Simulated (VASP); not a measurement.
# MgO (P6_3mc) in VASP: further runs

Runs on MgO. Level: r2SCAN. Tasks: single point.

Program: VASP 6.6.1. These are calculated values, not measurements. Logs are shortened: lines on timing, memory, paths and dates and some standing lists are left out, and cuts for length are marked.

## (1) The cell of the first run

It takes space group P6_3mc (No. 186, hexagonal). The conventional cell has a = 3.222 Å, b = 3.222 Å, c = 4.934 Å, α = 90.00°, β = 90.00°, γ = 120.00°. Mg (site symmetry 3m) has 4 O at 1.93 to 1.95 Å within 2.6 Å. Within 2.6 Å of O (site symmetry 3m) lie 4 Mg at 1.93 to 1.95 Å.

## (2) Single point, r2SCAN (strain -2.0%)

Contents of POSCAR:

```
MgO
1.0
    3.2224528835      0.0000000000      0.0000000000
   -1.6112264418      2.7907260596      0.0000000000
    0.0000000000      0.0000000000      4.9336789493
Mg O
2 2
Direct
    0.3333333333      0.6666666667     -0.0104844903
    0.6666666667      0.3333333333      0.4895155097
    0.3333333333      0.6666666667      0.3854844903
    0.6666666667      0.3333333333      0.8854844903
```

Contents of INCAR.step1:

```
  ALGO = Normal
  EDIFF = 1E-5
  ENCUT = 660
  GGA = PE
  GGA_COMPAT = False
  ISMEAR = 0
  LASPH = True
  LCHARG = False
  LREAL = False
  LWAVE = True
  NBANDS = 24
  NELM = 120
  PREC = Accurate
  SIGMA = 0.01
```

Contents of INCAR.step2:

```
  ALGO = Normal
  EDIFF = 1E-6
  ENCUT = 660
  GGA_COMPAT = False
  ISIF = 2
  ISMEAR = 0
  ISTART = 1
  LASPH = True
  LCHARG = True
  LELF = True
  LMIXTAU = True
  LREAL = False
  LVHAR = True
  LWAVE = False
  METAGGA = R2SCAN
  NBANDS = 24
  NELM = 120
  PREC = Accurate
  SIGMA = 0.01
```

Contents of KPOINTS:

```
k-points
0
Gamma
  12 12 6
```

Potentials or basis: VASP PAW PBE potentials, release 64 (Mg_sv, O).

Run with:

```sh
> cat potpaw_PBE.64/Mg_sv/POTCAR potpaw_PBE.64/O/POTCAR > POTCAR
> cp INCAR.step1 INCAR
> mpirun -np 1 vasp_std > vasp.out
> cp INCAR.step2 INCAR
> mpirun -np 1 vasp_std > vasp.out
```

OUTCAR:

```text
EDIFF = 1E-6
   ENCUT = 660
   ISIF = 2
   ISMEAR = 0
   ISTART = 1
   LASPH = True
   LREAL = False
   METAGGA = R2SCAN
   NELM = 120
   PREC = Accurate

 ion  position               nearest neighbor table
   1  0.333  0.667  0.990-   4 1.93   4 1.93   4 1.93   3 1.95
   2  0.667  0.333  0.490-   3 1.93   3 1.93   3 1.93   4 1.95
   3  0.333  0.667  0.385-   2 1.93   2 1.93   2 1.93   1 1.95
   4  0.667  0.333  0.885-   1 1.93   1 1.93   1 1.93   2 1.95

  LATTYP: Found a hexagonal cell.
 ALAT       =     3.2224528835
 C/A-ratio  =     1.5310321447

  Lattice vectors:

 A1 = (   3.2224528835,   0.0000000000,   0.0000000000)
 A2 = (  -1.6112264418,   2.7907260596,   0.0000000000)
 A3 = (   0.0000000000,   0.0000000000,   4.9336789493)

Analysis of symmetry for initial positions (statically):
=====================================================================
 Subroutine PRICEL returns:
 Original cell was already a primitive cell.

 Routine SETGRP: Setting up the symmetry group for a
 hexagonal supercell.

 Subroutine GETGRP returns: Found 12 space group operations
 (whereof  6 operations were pure point group operations)
 out of a pool of 24 trial point group operations.

The static configuration has the point symmetry C_3v.
 The point group associated with its full space group is C_6v.

Analysis of symmetry for dynamics (positions and initial velocities):
=====================================================================
 Subroutine PRICEL returns:
 Original cell was already a primitive cell.

 Routine SETGRP: Setting up the symmetry group for a
 hexagonal supercell.

 Subroutine GETGRP returns: Found 12 space group operations
 (whereof  6 operations were pure point group operations)
 out of a pool of 24 trial point group operations.

The dynamic configuration has the point symmetry C_3v.
 The point group associated with its full space group is C_6v.

 Subroutine INISYM returns: Found 12 space group operations
 (whereof  6 operations are pure point group operations),
 and found     1 'primitive' translations

----------------------------------------------------------------------------------------

                                     Primitive cell

  volume of cell :      44.3685

  direct lattice vectors                    reciprocal lattice vectors
[... 90 lines left out ...]
   NELM   =    120;   NELMIN=  2; NELMDL=  0     # of ELM steps
   EDIFF  = 0.1E-05   stopping-criterion for ELM
   LREAL  =      F    real-space projection
   EDIFFG = 0.1E-04   stopping-criterion for IOM
   NSW    =      0    number of steps for IOM
   IBRION =     -1    ionic relax: 0-MD 1-quasi-New 2-CG
   NFREE  =      0    steps in history (QN), initial steepest desc. (CG)
   ISIF   =      2    stress and relaxation
   ISYM   =      2    0-nonsym 1-usesym 2-fastsym
   POTIM  = 0.5000    time-step for ionic-motion
   TEBEG  =    0.0;   TEEND  =   0.0 temperature during run
   PSTRESS=    0.0 pullay stress
   NELECT =      32.0000    total number of electrons
   NUPDOWN=      -1.0000    fix difference up-down
   EMIN   =  10.00;   EMAX   =-10.00  energy-range for DOS
   EFERMI =   0.00;   METHOD = LEGACY
   ISMEAR =     0;   SIGMA  =   0.01  broadening in eV -4-tet -1-fermi 0-gaus
   EFERMI_NEDOS =   21; number of points for ismear=-14 and -15
   IALGO  =     38    algorithm
   IMIX   =      4    mixing-type and parameters
     AMIX     =   0.40;   BMIX     =  1.00
     AMIX_MAG =   1.60;   BMIX_MAG =  1.00
  volume/ion in A,a.u.               =      11.09        74.85
  Fermi-wavevector in a.u.,A,eV,Ry     =   1.468137  2.774377 29.326357  2.155426
  Thomas-Fermi vector in A             =   2.583671
   LORBIT       =      0    0 simple, 1 ext, 2 COOP (PROOUT), +10 PAW based schemes
   METAGGA = R2SCAN    functional components
   LHFCALC =     F    Hartree Fock is set to
   AEXX    =    0.0000 exact exchange contribution
   IVDW    =     0    specifies the selected vdW correction
   LEPSILON=     F    determine dielectric tensor
   LRPA    =     F    only Hartree local field effects (RPA)
 non-spin polarized calculation
 Gauss-broadening in eV      SIGMA  =   0.01
  energy-cutoff  :      660.00
  volume of cell :       44.37
 maximum number of plane-waves:      1736
 NGX is ok and might be reduce to    28
   NGX = 13   NGY = 13   NGZ = 21

 number of electron      32.0000013 magnetization

 Free energy of the ion-electron system (eV)
  ---------------------------------------------------
  ext. energy  EPLUGINS =         0.00000000
  ---------------------------------------------------
  free energy    TOTEN  =       -31.79433179 eV

  energy without entropy =      -31.79433179  energy(sigma->0) =      -31.79433179

 E-fermi :   0.8330     XC(G=0): -10.8599

 val. band max:        0.7851676921   @ k =   0.0000   0.0000   0.0000
 cond. band min:       5.3655271185   @ k =   0.0000   0.0000   0.0000
 fundamental gap:      4.5803594265
 Fermi energy:         0.8330344940

 k-point     1 :       0.0000    0.0000    0.0000
  band No.  band energies     occupation
      1     -73.3408      2.00000
      2     -73.3353      2.00000
      3     -38.5266      2.00000
      4     -38.4646      2.00000
      5     -38.4581      2.00000
      6     -38.4581      2.00000
[... 637 lines left out ...]
     23      17.2218      0.00000
     24      18.3041      0.00000

 [... further k-points ...]

------------------------ aborting loop because EDIFF is reached ----------------------------------------

  FORCE on cell =-STRESS in cart. coord.  units (eV):
  Direction    XX          YY          ZZ          XY          YZ          ZX
  --------------------------------------------------------------------------------------
  -------------------------------------------------------------------------------------
  Total        2.6341038      2.6341038      1.9879429     -0.0000000      0.0000000      0.0000000
  in kB       95.1193323     95.1193323     71.7860107     -0.0000000      0.0000000      0.0000000
  external PRESSURE =      87.3415584 kB  Pullay stress =       0.0000000 kB

 VOLUME and BASIS-vectors are now :
 -----------------------------------------------------------------------------
  energy-cutoff  :      660.00
  volume of cell :       44.37
      direct lattice vectors                 reciprocal lattice vectors
     3.222452883  0.000000000  0.000000000     0.310322613  0.179164844  0.000000000
    -1.611226442  2.790726060  0.000000000     0.000000000  0.358329689  0.000000000
     0.000000000  0.000000000  4.933678949     0.000000000  0.000000000  0.202688503

 POSITION                                       TOTAL-FORCE (eV/Angst)
 -----------------------------------------------------------------------------------
     -0.00000      1.86048      4.88195         0.000000      0.000000      0.011382
      1.61123      0.93024      2.41511         0.000000     -0.000000      0.011382
     -0.00000      1.86048      1.90186         0.000000      0.000000     -0.011382
      1.61123      0.93024      4.36870        -0.000000      0.000000     -0.011382
 -----------------------------------------------------------------------------------
    total drift:                               -0.000001     -0.000001      0.095912

  FREE ENERGIE OF THE ION-ELECTRON SYSTEM (eV)
  ---------------------------------------------------
  free  energy   TOTEN  =       -31.7943317888 eV

  energy  without entropy=      -31.7943317888  energy(sigma->0) =      -31.79433179
```

Run time: 6.1 min. Hardware: 1 thread of AMD EPYC 7R43 (Zen 3), shared host; peak memory 0.21 GiB.

What came out:

- Free energy: -31.7943 eV
- Pressure: 8.7 GPa
- Largest force: 0.011 eV/Å
- Band gap on the k mesh: 4.58 eV

Forces in eV/Å, atoms in the order of the input:
```
Mg   0.000  0.000  0.011
Mg   0.000  0.000  0.011
O    0.000  0.000 -0.011
O    0.000  0.000 -0.011
```

Caveat: the cell differs from its parent crystal (strain -2.0%); the cell stands under pressure; the PAW data sets were made with another functional, which shifts forces and pressure a little. A k mesh can miss the band edges.

## (3) Single point, r2SCAN (strain -4.0%)

Contents of POSCAR:

```
MgO
1.0
    3.1566885389      0.0000000000      0.0000000000
   -1.5783442695      2.7337724665      0.0000000000
    0.0000000000      0.0000000000      4.8329916238
Mg O
2 2
Direct
    0.3333333333      0.6666666667     -0.0110121693
    0.6666666667      0.3333333333      0.4889878307
    0.3333333333      0.6666666667      0.3860121693
    0.6666666667      0.3333333333      0.8860121693
```

Contents of INCAR.step1:

```
SYSTEM = MgO
PREC = Accurate
ENCUT = 660
ISMEAR = 0
SIGMA = 0.01
LREAL = .False.
LASPH = .True.
NELM = 120
NBANDS = 24
GGA = PE
ALGO = Normal
EDIFF = 1E-5
LWAVE = .True.
LCHARG = .False.
GGA_COMPAT = .False.
```

Contents of INCAR.step2:

```
SYSTEM = MgO
PREC = Accurate
ENCUT = 660
EDIFF = 1E-6
ISMEAR = 0
SIGMA = 0.01
LREAL = .False.
LASPH = .True.
NELM = 120
ALGO = Normal
ISIF = 2
LWAVE = .False.
LCHARG = .False.
METAGGA = R2SCAN
LMIXTAU = .True.
NBANDS = 24
ISTART = 1
GGA_COMPAT = .False.
```

Contents of KPOINTS:

```
Automatic mesh
0
Gamma
  12 12 6
  0 0 0
```

Potentials or basis: VASP PAW PBE potentials, release 64 (Mg_sv, O).

Run with:

```sh
> cat potpaw_PBE.64/Mg_sv/POTCAR potpaw_PBE.64/O/POTCAR > POTCAR
> cp INCAR.step1 INCAR
> mpirun -np 1 vasp_std > vasp.out
> cp INCAR.step2 INCAR
> mpirun -np 1 vasp_std > vasp.out
```

Run time: 3.5 min. Hardware: 1 thread of Intel Xeon Platinum 8488C (Sapphire Rapids), shared host; peak memory 0.23 GiB.

Results (log left out):

- Free energy: -31.5387 eV
- Pressure: 20.0 GPa
- Largest force: 0.005 eV/Å
- Band gap on the k mesh: 4.96 eV

Forces on the atoms (eV/Å):
```
Mg   0.000  0.000 -0.005
Mg   0.000  0.000 -0.005
O    0.000  0.000  0.005
O    0.000  0.000  0.005
```

Stress tensor (GPa, compression positive):
```
21.79  0.00  0.00
 0.00 21.79  0.00
 0.00  0.00 16.45
```

Levels at points of the mesh, in eV from the valence-band top:
| k point | band 12 | band 13 | band 14 | band 15 | band 16 | band 17 | band 18 | band 19 | band 20 | band 21 |
| --- | --- | --- | --- | --- | --- | --- | --- | --- | --- | --- |
| (0.00, 0.00, 0.00) | -0.77 | -0.77 | -0.45 | -0.45 | 0.00 | 4.96 | 10.46 | 12.25 | 16.21 | 16.21 |
| (0.50, 0.00, 0.00) | -2.39 | -1.91 | -1.34 | -0.87 | -0.51 | 9.18 | 9.36 | 11.17 | 12.68 | 14.97 |
| (0.00, 0.00, 0.50) | -2.17 | -0.62 | -0.62 | -0.62 | -0.62 | 7.59 | 7.59 | 15.34 | 15.34 | 16.83 |
| (0.50, 0.00, 0.50) | -3.42 | -0.95 | -0.95 | -0.79 | -0.79 | 8.71 | 8.71 | 12.84 | 12.84 | 16.13 |

Caveat: the cell differs from its parent crystal (strain -4.0%); the cell stands under pressure; the PAW data sets were made with another functional, which shifts forces and pressure a little. A k mesh can miss the band edges.

## (4) Single point, r2SCAN (strain -3.0%)

Contents of POSCAR:

```
MgO
1.0
    3.1895707112      0.0000000000      0.0000000000
   -1.5947853556      2.7622492631      0.0000000000
    0.0000000000      0.0000000000      4.8833352865
Mg O
2 2
Direct
    0.3333333333      0.6666666667     -0.0107582395
    0.6666666667      0.3333333333      0.4892417605
    0.3333333333      0.6666666667      0.3857582395
    0.6666666667      0.3333333333      0.8857582395
```

INCAR.step1 is that of step 3.

INCAR.step2 is that of step 3.

Contents of KPOINTS:

```
regular mesh
0
Gamma
  12 12 6
  0 0 0
```

Run with:

```sh
> cat potpaw_PBE.64/Mg_sv/POTCAR potpaw_PBE.64/O/POTCAR > POTCAR
> cp INCAR.step1 INCAR
> mpirun -np 1 vasp_std > vasp.out
> cp INCAR.step2 INCAR
> mpirun -np 1 vasp_std > vasp.out
```

Run time: 3.7 min. Hardware: 1 thread of Intel Xeon Platinum 8488C (Sapphire Rapids), shared host; peak memory 0.24 GiB.

The run converged. Its results:

| Quantity | Value |
| --- | --- |
| Free energy | -31.6888 eV |
| Pressure | 14.1 GPa |
| Largest force | 0.008 eV/Å |
| Band gap on the k mesh | 4.77 eV |

Forces on the atoms (eV/Å):
```
Mg   0.000  0.000 -0.008
Mg   0.000  0.000 -0.008
O    0.000  0.000  0.008
O    0.000  0.000  0.008
```

Stress tensor (GPa, compression positive):
```
15.31  0.00  0.00
 0.00 15.31  0.00
 0.00  0.00 11.61
```

Levels at points of the mesh, in eV from the valence-band top:
```
           k point  band 13  band 14  band 15  band 16  band 17  band 18  band 19  band 20
(0.00, 0.00, 0.00)    -0.75    -0.43    -0.43     0.00     4.77    10.20    11.97    15.97
(0.50, 0.00, 0.00)    -1.85    -1.31    -0.85    -0.50     9.03     9.24    10.90    12.45
(0.00, 0.00, 0.50)    -0.59    -0.59    -0.59    -0.59     7.36     7.36    15.05    15.05
(0.50, 0.00, 0.50)    -0.93    -0.93    -0.76    -0.76     8.57     8.57    12.58    12.58
```

Caveat: the cell differs from its parent crystal (strain -3.0%); the cell stands under pressure; the PAW data sets were made with another functional, which shifts forces and pressure a little. A k mesh can miss the band edges.

## (5) Summary

| cell | gap on the mesh (eV) | pressure (GPa) | largest force (eV/Å) |
| --- | --- | --- | --- |
| a = 3.222, b = 3.222, c = 4.934 Å, angles 90.0, 90.0, 120.0°, 4 atoms | 4.58 | 8.7 | 0.01 |
| a = 3.157, b = 3.157, c = 4.833 Å, angles 90.0, 90.0, 120.0°, 4 atoms | 4.96 | 20.0 | - |
| a = 3.190, b = 3.190, c = 4.883 Å, angles 90.0, 90.0, 120.0°, 4 atoms | 4.77 | 14.1 | 0.01 |

Alike in all rows: task single point; level r2SCAN; potentials or basis VASP PAW PBE potentials, release 64 (Mg_sv, O); no spin polarisation; k mesh 12 × 12 × 6; cutoff (eV) 660; smearing gaussian 0.01 eV.

Caveats: the cell stands under pressure; the PAW data sets were made with another functional, which shifts forces and pressure a little.

Absolute energies hang on the potentials; compare differences alone.
